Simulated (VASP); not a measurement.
A run of VASP 6.6.1 is set up as follows.

Contents of INCAR:

```
SYSTEM = Li3SiN2
ALGO     = Normal         ! electronic algorithm
EDIFF    = 1E-6           ! SCF threshold, eV
ENCUT    = 520            ! plane-wave cutoff, eV
GGA      = PE             ! functional
ISIF     = 2              ! what is computed and relaxed
ISMEAR   = 0              ! smearing method
LASPH    = .True.         ! aspherical terms in the spheres
LCHARG   = .False.        ! write CHGCAR
LREAL    = .False.        ! projectors in reciprocal space
LWAVE    = .False.        ! write WAVECAR
NBANDS   = 20             ! bands
NELM     = 100            ! most SCF steps
PREC     = Accurate       ! precision mode
SIGMA    = 0.1            ! smearing width, eV
```

File KPOINTS:

```
k-points
0
Gamma
  6 6 6
  0 0 0
```

POSCAR

```
Li3SiN2
1.0
    2.3656571900      1.3658128100      3.9222825400
   -2.3656571900      1.3658128100      3.9222825400
    0.0000000000     -2.7316256300      3.9222825400
Li Si N
3 1 2
Direct
    0.0000000000      0.5000000000      0.5000000000
    0.5000000000      0.0000000000      0.5000000000
    0.5000000000      0.5000000000      0.0000000000
    0.5000000000      0.5000000000      0.5000000000
    0.8774220300      0.8774220300      0.8774220300
    0.1225779700      0.1225779700      0.1225779700
```

Potentials or basis: VASP PAW PBE potentials, release 64 (Li_sv, Si, N).

The run is started by

```sh
$ cat potpaw_PBE.64/Li_sv/POTCAR potpaw_PBE.64/Si/POTCAR potpaw_PBE.64/N/POTCAR > POTCAR
$ mpirun -np 1 vasp_std > vasp.out
```

Question: Predict the largest force.

Answer: 0.297 eV/Å.

Question: What does it give for the band gap on the k mesh?

Answer: Zero (an odd number of electrons rules out a gap without spin polarisation).

Forces on the atoms (eV/Å):
```
Li   0.000  0.000  0.000
Li   0.000  0.000  0.000
Li   0.000  0.000  0.000
Si   0.000  0.000  0.000
N    0.000  0.000 -0.297
N    0.000  0.000  0.297
```
